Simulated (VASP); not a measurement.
# NiO (Fm-3m) in VASP: a series of runs

Runs on NiO. Level: PBE. Tasks: single point.

Everything below comes from runs of VASP 6.6.1. Logs are shortened: lines on timing, memory, paths and dates and some standing lists are left out, and cuts for length are marked.

**The experiment to reproduce.**

“Local correlations, non-local screening, multiplets, and band formation in NiO”, 2012, arxiv:1210.6675 quotes, for a bulk crystal of NiO: band gap 4.3 eV.

The results are compared with them further down.

## Step 1: The cell of the first run

It takes space group Fm-3m (No. 225, cubic). Conventional cell: a = 4.217 Å, b = 4.217 Å, c = 4.217 Å, α = 90.00°, β = 90.00°, γ = 90.00°. Within 2.8 Å of Ni (site symmetry m-3m) lie 6 O at 2.11 Å. O (site symmetry m-3m) has 6 Ni at 2.11 Å within 2.8 Å.

## Step 2: Single point, PBE, collinear spin, antiferromagnetic start

INCAR

```
PREC = Accurate ; ENCUT = 520
EDIFF = 1E-6 ; ISMEAR = 0
SIGMA = 0.05 ; LREAL = F
LASPH = T ; NELM = 150
ALGO = Normal ; ISIF = 2
LWAVE = F ; LCHARG = F
ISPIN = 2 ; MAGMOM = 2 -2 0 0
LORBIT = 11 ; LMAXMIX = 4
GGA = PE ; NBANDS = 28
```

KPOINTS

```
Automatic mesh
0
Gamma
  12 12 8
```

POSCAR

```
NiO
1.0
    0.0000000000      2.1084194085     -2.1084194085
    0.0000000000      2.1084194085      2.1084194085
    4.2168388170      0.0000000000      0.0000000000
Ni O
2 2
Direct
    0.0000000000      0.0000000000      0.0000000000
    0.5000000000      0.5000000000      0.5000000000
    0.0000000000      1.0000000000      0.5000000000
    0.5000000000      1.5000000000      1.0000000000
```

Potentials or basis: VASP PAW PBE potentials, release 64 (Ni, O).

Launch:

```console
$ cat potpaw_PBE.64/Ni/POTCAR potpaw_PBE.64/O/POTCAR > POTCAR
$ mpirun -np 1 vasp_std > vasp.out
```

OUTCAR:

```text
PREC = Accurate
   ENCUT = 520
   EDIFF = 1E-6
   ISMEAR = 0
   LREAL = F
   LASPH = T
   NELM = 150
   ISIF = 2
   ISPIN = 2
   LORBIT = 11
   GGA = PE

 ion  position               nearest neighbor table
   1  0.000  0.000  0.000-   3 2.11   4 2.11   3 2.11   4 2.11   4 2.11   4 2.11   2 2.98   2 2.98
                             2 2.98   2 2.98   2 2.98   2 2.98   2 2.98   2 2.98
   2  0.500  0.500  0.500-   3 2.11   4 2.11   4 2.11   3 2.11   3 2.11   3 2.11   1 2.98   1 2.98
                             1 2.98   1 2.98   1 2.98   1 2.98   1 2.98   1 2.98
   3  0.000  0.000  0.500-   1 2.11   2 2.11   1 2.11   2 2.11   2 2.11   2 2.11
   4  0.500  0.500  0.000-   1 2.11   2 2.11   2 2.11   1 2.11   1 2.11   1 2.11

  LATTYP: Found a simple tetragonal cell.
 ALAT       =     2.9817553227
 C/A-ratio  =     1.4142135624

  Lattice vectors:

 A1 = (   0.0000000000,   2.1084194085,  -2.1084194085)
 A2 = (   0.0000000000,   2.1084194085,   2.1084194085)
 A3 = (   4.2168388170,   0.0000000000,   0.0000000000)

Analysis of symmetry for initial positions (statically):
=====================================================================
 Subroutine PRICEL returns following result:

  LATTYP: Found a face centered cubic cell.
 ALAT       =     4.2168388170
[... 12 lines left out ...]
 Subroutine GETGRP returns: Found 16 space group operations
 (whereof 16 operations were pure point group operations)
 out of a pool of 16 trial point group operations.

The static configuration has the point symmetry D_4h.

Analysis of symmetry for dynamics (positions and initial velocities):
=====================================================================
 Subroutine PRICEL returns following result:

  LATTYP: Found a face centered cubic cell.
 ALAT       =     4.2168388170
[... 12 lines left out ...]
 Subroutine GETGRP returns: Found 16 space group operations
 (whereof 16 operations were pure point group operations)
 out of a pool of 16 trial point group operations.

The dynamic configuration has the point symmetry D_4h.

Analysis of structural, dynamic, and magnetic symmetry:
=====================================================================
 Subroutine PRICEL returns following result:

  LATTYP: Found a face centered cubic cell.
 ALAT       =     4.2168388170
[... 12 lines left out ...]
 Subroutine GETGRP returns: Found 16 space group operations
 (whereof 16 operations were pure point group operations)
 out of a pool of 16 trial point group operations.

The overall configuration has the point symmetry D_4h.

 Subroutine INISYM returns: Found 16 space group operations
 (whereof 16 operations are pure point group operations),
 and found     2 'primitive' translations

----------------------------------------------------------------------------------------

                                     Primitive cell

  volume of cell :      18.7457

  direct lattice vectors                    reciprocal lattice vectors
    -2.108419409 -2.108419409  0.000000000    -0.237144468 -0.237144468  0.237144468
    -2.108419409  0.000000000 -2.108419409    -0.237144468  0.237144468 -0.237144468
    -0.000000000 -2.108419409 -2.108419409     0.237144468 -0.237144468 -0.237144468

  length of vectors
     2.981755323  2.981755323  2.981755323     0.410746268  0.410746268  0.410746268

  position of ions in fractional coordinates (direct lattice)
     0.000000000  0.000000000  0.000000000
     0.500000000  0.500000000  0.500000000

  ion indices of the primitive-cell ions
   primitive index   ion index
                 1           1
                 2           3

----------------------------------------------------------------------------------------

 KPOINTS: Automatic mesh

Automatic generation of k-mesh.
 Grid dimensions read from file:
 generate k-points for:   12   12    8

 Generating k-lattice:

  Cartesian coordinates                     Fractional coordinates (reciprocal lattice)
     0.000000000  0.019762039 -0.019762039     0.083333333  0.000000000  0.000000000
     0.000000000  0.019762039  0.019762039     0.000000000  0.083333333  0.000000000
     0.029643059  0.000000000  0.000000000     0.000000000  0.000000000  0.125000000

  Length of vectors
     0.027947744  0.027947744  0.029643059

  Shift w.r.t. Gamma in fractional coordinates (k-lattice)
     0.000000000  0.000000000  0.000000000

 Subroutine IBZKPT returns following result:
 ===========================================

 Found    140 irreducible k-points:

 Following reciprocal coordinates:
            Coordinates               Weight
  0.000000  0.000000  0.000000      1.000000
  0.083333  0.000000  0.000000      4.000000
  0.166667  0.000000  0.000000      4.000000
  0.250000  0.000000  0.000000      4.000000
  0.333333  0.000000  0.000000      4.000000
  0.416667  0.000000  0.000000      4.000000
[... 16 lines left out ...]
  0.333333  0.333333  0.000000      4.000000
  0.416667  0.333333  0.000000      8.000000
 [... further k-points ...]
   k-points           NKPTS =    140   k-points in BZ     NKDIM =    140   number of bands    NBANDS=     28
   number of dos      NEDOS =    301   number of ions     NIONS =      4
   total plane-waves  NPLWV =  18432
   dimension x,y,z NGX =    24 NGY =   24 NGZ =   32
   dimension x,y,z NGXF=    48 NGYF=   48 NGZF=   64
   ions per type =               2   2
   NGX,Y,Z   is equivalent  to a cutoff of  13.38, 13.38, 12.62 a.u.
   NGXF,Y,Z  is equivalent  to a cutoff of  26.76, 26.76, 25.23 a.u.
 SYSTEM =  unknown system
   PREC   = accura    normal or accurate (medium, high low for compatibility)
   ISTART =      0    job   : 0-new  1-cont  2-samecut
   ICHARG =      2    charge: 1-file 2-atom 10-const
   ISPIN  =      2    spin polarized calculation?
   LNONCOLLINEAR =      F non collinear calculations
   LSORBIT =      F    spin-orbit coupling
   LASPH  =      T    aspherical Exc in radial PAW
   ENCUT  =  520.0 eV  38.22 Ry    6.18 a.u.   5.54  5.54  7.84*2*pi/ulx,y,z
   NELM   =    150;   NELMIN=  2; NELMDL= -5     # of ELM steps
   EDIFF  = 0.1E-05   stopping-criterion for ELM
   LREAL  =      F    real-space projection
   EDIFFG = 0.1E-04   stopping-criterion for IOM
   NSW    =      0    number of steps for IOM
   IBRION =     -1    ionic relax: 0-MD 1-quasi-New 2-CG
   NFREE  =      0    steps in history (QN), initial steepest desc. (CG)
   ISIF   =      2    stress and relaxation
   ISYM   =      2    0-nonsym 1-usesym 2-fastsym
   POTIM  = 0.5000    time-step for ionic-motion
   TEBEG  =    0.0;   TEEND  =   0.0 temperature during run
   PSTRESS=    0.0 pullay stress
   NELECT =      32.0000    total number of electrons
   NUPDOWN=      -1.0000    fix difference up-down
   EMIN   =  10.00;   EMAX   =-10.00  energy-range for DOS
   EFERMI =   0.00;   METHOD = LEGACY
   ISMEAR =     0;   SIGMA  =   0.05  broadening in eV -4-tet -1-fermi 0-gaus
   EFERMI_NEDOS =   21; number of points for ismear=-14 and -15
   IALGO  =     38    algorithm
   IMIX   =      4    mixing-type and parameters
     AMIX     =   0.40;   BMIX     =  1.00
     AMIX_MAG =   1.60;   BMIX_MAG =  1.00
  volume/ion in A,a.u.               =       9.37        63.25
  Fermi-wavevector in a.u.,A,eV,Ry     =   1.552915  2.934585 32.811082  2.411547
  Thomas-Fermi vector in A             =   2.657222
   LORBIT       =     11    0 simple, 1 ext, 2 COOP (PROOUT), +10 PAW based schemes
   GGA     = PE    functional components
   LHFCALC =     F    Hartree Fock is set to
   AEXX    =    0.0000 exact exchange contribution
   IVDW    =     0    specifies the selected vdW correction
   LEPSILON=     F    determine dielectric tensor
   LRPA    =     F    only Hartree local field effects (RPA)
 spin polarized calculation
 Gauss-broadening in eV      SIGMA  =   0.05
  energy-cutoff  :      520.00
  volume of cell :       37.49
 maximum number of plane-waves:      1032
 NGX is ok and might be reduce to    24
   NGX = 11   NGY = 11   NGZ = 15

 number of electron      31.9999952 magnetization       0.0000000

 number of electron      31.9999952 magnetization      -0.0000000

 Free energy of the ion-electron system (eV)
  ---------------------------------------------------
  ext. energy  EPLUGINS =         0.00000000
  ---------------------------------------------------
  free energy    TOTEN  =       -22.88597050 eV

  energy without entropy =      -22.88256092  energy(sigma->0) =      -22.88426571

 E-fermi :   7.5295     XC(G=0): -12.5118

 val. band max:        7.5267929391   @ k =   0.5000   0.0833   0.2500
 cond. band min:       7.5349070916   @ k =   0.1667   0.1667   0.2500
 fundamental gap:      0.0081141525
 Fermi energy:         7.5294658604

 spin component 1

 k-point     1 :       0.0000    0.0000    0.0000
  band No.  band energies     occupation
      1     -12.3784      1.00000
      2     -10.9747      1.00000
      3       1.0008      1.00000
      4       3.5804      1.00000
      5       3.5804      1.00000
      6       4.2582      1.00000
[... 733 lines left out ...]
     27      24.0515      0.00000
     28      25.7225      0.00000

 [... further k-points ...]

 spin component 2

 k-point     1 :       0.0000    0.0000    0.0000
  band No.  band energies     occupation
      1     -12.3784      1.00000
      2     -10.9747      1.00000
      3       1.0008      1.00000
      4       3.5804      1.00000
      5       3.5804      1.00000
      6       4.2582      1.00000
[... 733 lines left out ...]
     27      24.0515      0.00000
     28      25.7225      0.00000

 [... further k-points ...]
[... 5 lines left out ...]
  --------------------------------------------------------------------------------------
  -------------------------------------------------------------------------------------
  Total        0.0536777     -0.0375469     -0.0375469     -0.0000000      0.0000000     -0.0000000
  in kB        2.2938953     -1.6045516     -1.6045516     -0.0000000      0.0000000     -0.0000000
  external PRESSURE =      -0.3050693 kB  Pullay stress =       0.0000000 kB

 VOLUME and BASIS-vectors are now :
 -----------------------------------------------------------------------------
  energy-cutoff  :      520.00
  volume of cell :       37.49
      direct lattice vectors                 reciprocal lattice vectors
     0.000000000  2.108419409 -2.108419409     0.000000000  0.237144468 -0.237144468
     0.000000000  2.108419409  2.108419409     0.000000000  0.237144468  0.237144468
     4.216838817  0.000000000  0.000000000     0.237144468  0.000000000  0.000000000

 POSITION                                       TOTAL-FORCE (eV/Angst)
 -----------------------------------------------------------------------------------
      0.00000      0.00000      0.00000         0.000000     -0.000000      0.000000
      2.10842      2.10842      0.00000         0.000000     -0.000000      0.000000
      2.10842      0.00000      0.00000         0.000000      0.000000     -0.000000
      0.00000      2.10842      0.00000        -0.000000      0.000000      0.000000
 -----------------------------------------------------------------------------------
    total drift:                               -0.000000     -0.000000     -0.000000

  FREE ENERGIE OF THE ION-ELECTRON SYSTEM (eV)
  ---------------------------------------------------
  free  energy   TOTEN  =       -22.8859704953 eV

  energy  without entropy=      -22.8825609241  energy(sigma->0) =      -22.88426571

 total charge

# of ion       s       p       d       tot
------------------------------------------
    1        0.324   0.385   8.220   8.929
    2        0.324   0.385   8.220   8.929
    3        1.557   3.411   0.000   4.968
    4        1.557   3.411   0.000   4.968
--------------------------------------------------
tot          3.762   7.592  16.440  27.794

 magnetization (x)

# of ion       s       p       d       tot
------------------------------------------
    1        0.016   0.019   1.431   1.467
    2       -0.016  -0.019  -1.431  -1.467
    3       -0.009  -0.079   0.000  -0.088
    4        0.009   0.079   0.000   0.088
--------------------------------------------------
tot          0.000   0.000   0.000   0.000
```

Wall time 7.5 min (1 thread of AMD EPYC 7R13, shared host); peak memory 0.29 GiB.

Results:

| Property | Result |
| --- | --- |
| Free energy | -22.8860 eV |
| Pressure | 0.0 GPa |
| Band gap on the k mesh | zero (filled and empty bands overlap) |
| Net moment | 0.00 μB per cell |
| Site moments | Ni +1.47, -1.47; O -0.09, +0.09 μB |
| Valence electrons inside the program's atomic spheres | Ni 8.93; O 4.97 |

Stress tensor (GPa, compression positive):
```
 0.23  0.00  0.00
 0.00 -0.16  0.00
 0.00  0.00 -0.16
```

Levels at points of the mesh, in eV from the Fermi level:
Spin up:
```csv
k point,band 14,band 15,band 16,band 17,band 18,band 19
"(0.00, 0.00, 0.00)",-2.11,-1.13,-1.13,-0.40,-0.10,1.51
"(0.50, 0.00, 0.00)",-0.89,-0.78,0.09,0.20,2.01,6.93
"(0.50, 0.50, 0.00)",-1.21,-1.21,-0.82,-0.06,0.15,5.92
"(0.00, 0.00, 0.50)",-1.50,-0.86,-0.86,-0.42,0.44,5.24
"(0.50, 0.00, 0.50)",-0.84,0.28,0.30,2.05,2.05,5.54
"(0.50, 0.50, 0.50)",-1.19,-1.19,-0.82,0.14,0.89,8.23
```
Spin down:
```csv
k point,band 12,band 13,band 14,band 15,band 16,band 17,band 18,band 19,band 20,band 21
"(0.00, 0.00, 0.00)",-2.43,-2.43,-2.11,-1.13,-1.13,-0.40,-0.10,1.51,6.13,10.52
"(0.50, 0.00, 0.00)",-1.42,-1.31,-0.89,-0.78,0.09,0.20,2.01,6.93,7.07,10.75
"(0.50, 0.50, 0.00)",-2.49,-1.73,-1.21,-1.21,-0.82,-0.06,0.15,5.92,6.33,10.52
"(0.00, 0.00, 0.50)",-1.70,-1.50,-1.50,-0.86,-0.86,-0.42,0.44,5.24,5.62,12.96
"(0.50, 0.00, 0.50)",-1.26,-0.84,-0.84,0.28,0.30,2.05,2.05,5.54,5.61,9.74
"(0.50, 0.50, 0.50)",-1.73,-1.31,-1.19,-1.19,-0.82,0.14,0.89,8.23,8.67,10.57
```

Caveat: semilocal functionals often make such compounds metallic where correlation or magnetic order opens a gap, which also shifts bond lengths.

[end of part 1 of 3]
